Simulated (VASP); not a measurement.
# CaO (F-43m) in VASP: settings compared, part 2 of 2

VASP 6.6.1.

**3. Single point, r2SCAN (strain +4.8%)**

Contents of POSCAR:

```
CaO
1.0
    0.0000000000      2.7323762115      2.7323762115
    2.7323762115      0.0000000000      2.7323762115
    2.7323762115      2.7323762115      0.0000000000
Ca O
1 1
Direct
    0.0000000000      0.0000000000      0.0000000000
    0.2500000000      0.2500000000      0.2500000000
```

Contents of INCAR.step1:

```
ALGO = Normal ; EDIFF = 1E-4
ENCUT = 520 ; GGA = PE
ISMEAR = 0 ; LASPH = True
LCHARG = False ; LREAL = False
LWAVE = True ; NBANDS = 15
NELM = 60 ; PREC = Accurate
SIGMA = 0.01
```

Contents of INCAR.step2:

```
ALGO = Normal ; EDIFF = 1E-7
ENCUT = 520 ; ISIF = 2
ISMEAR = 0 ; ISTART = 1
LASPH = True ; LCHARG = False
LMIXTAU = True ; LREAL = False
LWAVE = False ; METAGGA = R2SCAN
NBANDS = 15 ; NELM = 60
PREC = Accurate ; SIGMA = 0.01
```

Contents of KPOINTS:

```
k-points
0
Gamma
  8 8 8
```

Potentials or basis: VASP PAW PBE potentials, release 64 (Ca_sv, O).

The run is started by

```
$ cat potpaw_PBE.64/Ca_sv/POTCAR potpaw_PBE.64/O/POTCAR > POTCAR
$ cp INCAR.step1 INCAR
$ mpirun -np 1 vasp_std > vasp.out
$ cp INCAR.step2 INCAR
$ mpirun -np 1 vasp_std > vasp.out
```

OUTCAR:

```text
EDIFF = 1E-7
   ENCUT = 520
   ISIF = 2
   ISMEAR = 0
   ISTART = 1
   LASPH = True
   LREAL = False
   METAGGA = R2SCAN
   NELM = 60
   PREC = Accurate

 ion  position               nearest neighbor table
   1  0.000  0.000  0.000-   2 2.37   2 2.37   2 2.37   2 2.37
   2  0.250  0.250  0.250-   1 2.37   1 2.37   1 2.37   1 2.37

  LATTYP: Found a face centered cubic cell.
 ALAT       =     5.4647524230

  Lattice vectors:

 A1 = (   0.0000000000,   2.7323762115,   2.7323762115)
 A2 = (   2.7323762115,   0.0000000000,   2.7323762115)
 A3 = (   2.7323762115,   2.7323762115,   0.0000000000)

Analysis of symmetry for initial positions (statically):
=====================================================================
 Subroutine PRICEL returns:
 Original cell was already a primitive cell.

 Routine SETGRP: Setting up the symmetry group for a
 face centered cubic supercell.

 Subroutine GETGRP returns: Found 24 space group operations
 (whereof 24 operations were pure point group operations)
 out of a pool of 48 trial point group operations.

The static configuration has the point symmetry T_d .

Analysis of symmetry for dynamics (positions and initial velocities):
=====================================================================
 Subroutine PRICEL returns:
 Original cell was already a primitive cell.

 Routine SETGRP: Setting up the symmetry group for a
 face centered cubic supercell.

 Subroutine GETGRP returns: Found 24 space group operations
 (whereof 24 operations were pure point group operations)
 out of a pool of 48 trial point group operations.

The dynamic configuration has the point symmetry T_d .

 Subroutine INISYM returns: Found 24 space group operations
 (whereof 24 operations are pure point group operations),
 and found     1 'primitive' translations

----------------------------------------------------------------------------------------

                                     Primitive cell

[... 119 lines left out ...]
   LEPSILON=     F    determine dielectric tensor
   LRPA    =     F    only Hartree local field effects (RPA)
 non-spin polarized calculation
 Gauss-broadening in eV      SIGMA  =   0.01
  energy-cutoff  :      520.00
  volume of cell :       40.80
 maximum number of plane-waves:      1121
 NGX is ok and might be reduce to    30
   NGX = 15   NGY = 15   NGZ = 15

 number of electron      15.9999998 magnetization

 Free energy of the ion-electron system (eV)
  ---------------------------------------------------
  ext. energy  EPLUGINS =         0.00000000
  ---------------------------------------------------
  free energy    TOTEN  =       -18.80287665 eV

  energy without entropy =      -18.80287665  energy(sigma->0) =      -18.80287665

 E-fermi :  -0.2490     XC(G=0):  -8.9429

 val. band max:       -0.4129459030   @ k =   0.5000   0.5000   0.0000
 cond. band min:       2.8357467279   @ k =   0.0000   0.0000   0.0000
 fundamental gap:      3.2486926309
 Fermi energy:        -0.2489961590

 k-point     1 :       0.0000    0.0000    0.0000
  band No.  band energies     occupation
      1     -39.6470      2.00000
      2     -19.7198      2.00000
      3     -19.7198      2.00000
      4     -19.7198      2.00000
      5     -15.9616      2.00000
      6      -0.8187      2.00000
      7      -0.8187      2.00000
      8      -0.8187      2.00000
      9       2.8357      0.00000
     10       7.6238      0.00000
     11       7.6238      0.00000
     12       8.9286      0.00000
     13       8.9287      0.00000
     14       8.9287      0.00000
[... 401 lines left out ...]
      2     -20.1173      2.00000
      3     -19.8206      2.00000
      4     -19.7702      2.00000
      5     -15.4833      2.00000
      6      -1.1461      2.00000
      7      -0.8172      2.00000
      8      -0.5408      2.00000
      9       5.1780      0.00000
     10       6.5972      0.00000
     11       7.6228      0.00000
     12       8.6577      0.00000
     13       8.9467      0.00000
     14       9.7616      0.00000
     15      11.2295      0.00000

 [... further k-points ...]

------------------------ aborting loop because EDIFF is reached ----------------------------------------

  FORCE on cell =-STRESS in cart. coord.  units (eV):
  Direction    XX          YY          ZZ          XY          YZ          ZX
  --------------------------------------------------------------------------------------
  -------------------------------------------------------------------------------------
  Total       -2.0916802     -2.0916802     -2.0916802      0.0000000     -0.0000000     -0.0000000
  in kB      -82.1399425    -82.1399425    -82.1399425      0.0000000     -0.0000000     -0.0000000
  external PRESSURE =     -82.1399425 kB  Pullay stress =       0.0000000 kB

 VOLUME and BASIS-vectors are now :
 -----------------------------------------------------------------------------
  energy-cutoff  :      520.00
  volume of cell :       40.80
      direct lattice vectors                 reciprocal lattice vectors
     0.000000000  2.732376212  2.732376212    -0.182990907  0.182990907  0.182990907
     2.732376212  0.000000000  2.732376212     0.182990907 -0.182990907  0.182990907
     2.732376212  2.732376212  0.000000000     0.182990907  0.182990907 -0.182990907

 POSITION                                       TOTAL-FORCE (eV/Angst)
 -----------------------------------------------------------------------------------
      0.00000      0.00000      0.00000         0.000000      0.000000      0.000000
      1.36619      1.36619      1.36619        -0.000000     -0.000000     -0.000000
 -----------------------------------------------------------------------------------
    total drift:                                0.000000      0.000000      0.000000

  FREE ENERGIE OF THE ION-ELECTRON SYSTEM (eV)
  ---------------------------------------------------
  free  energy   TOTEN  =       -18.8028766497 eV

  energy  without entropy=      -18.8028766497  energy(sigma->0) =      -18.80287665
```

OUTCAR.step1:

```text
EDIFF = 1E-4
   ENCUT = 520
   GGA = PE
   ISMEAR = 0
   LASPH = True
[... 653 lines left out ...]
 -----------------------------------------------------------------------------------
      0.00000      0.00000      0.00000         0.000000      0.000000      0.000000
      1.36619      1.36619      1.36619        -0.000000     -0.000000     -0.000000
 -----------------------------------------------------------------------------------
    total drift:                                0.000000      0.000000      0.000000

  FREE ENERGIE OF THE ION-ELECTRON SYSTEM (eV)
  ---------------------------------------------------
  free  energy   TOTEN  =       -12.3370663752 eV

  energy  without entropy=      -12.3370663752  energy(sigma->0) =      -12.33706638
```

OSZICAR.step1:

```text
N       E                     dE             d eps       ncg     rms          rms(c)
DAV:   1     0.126732258564E+03    0.12673E+03   -0.80079E+03   870   0.102E+03
DAV:   2    -0.868035827570E+01   -0.13541E+03   -0.12622E+03  1122   0.274E+02
DAV:   3    -0.147602148747E+02   -0.60799E+01   -0.60427E+01  1017   0.603E+01
DAV:   4    -0.149781808352E+02   -0.21797E+00   -0.21779E+00  1292   0.982E+00
DAV:   5    -0.149792416116E+02   -0.10608E-02   -0.10608E-02   982   0.806E-01    0.971E+00
DAV:   6    -0.125113988266E+02    0.24678E+01   -0.95617E+00   968   0.247E+01    0.473E+00
DAV:   7    -0.123531563034E+02    0.15824E+00   -0.91831E-01   999   0.835E+00    0.202E+00
DAV:   8    -0.123345547632E+02    0.18602E-01   -0.13697E-01   954   0.370E+00    0.399E-01
DAV:   9    -0.123346137705E+02   -0.59007E-04   -0.57302E-03  1360   0.523E-01    0.180E-01
DAV:  10    -0.123370332202E+02   -0.24194E-02   -0.15300E-03   947   0.270E-01    0.555E-02
DAV:  11    -0.123370663752E+02   -0.33155E-04   -0.40278E-04  1115   0.135E-01
   1 F= -.12337066E+02 E0= -.12337066E+02  d E =-.208986E-16
```

It took 3.9 min on 1 thread of Intel Xeon 8259CL, shared host; peak memory 0.18 GiB.

Results:

* Free energy: -18.8029 eV
* Pressure: -8.2 GPa
* Band gap on the k mesh: 3.25 eV (least direct gap 3.65 eV)

Caveat: the cell differs from its parent crystal (strain +4.8%); the cell stands under tension; the structure was generated, so it needn't be the stable form of CaO; the PAW data sets were made with another functional, which shifts forces and pressure a little.
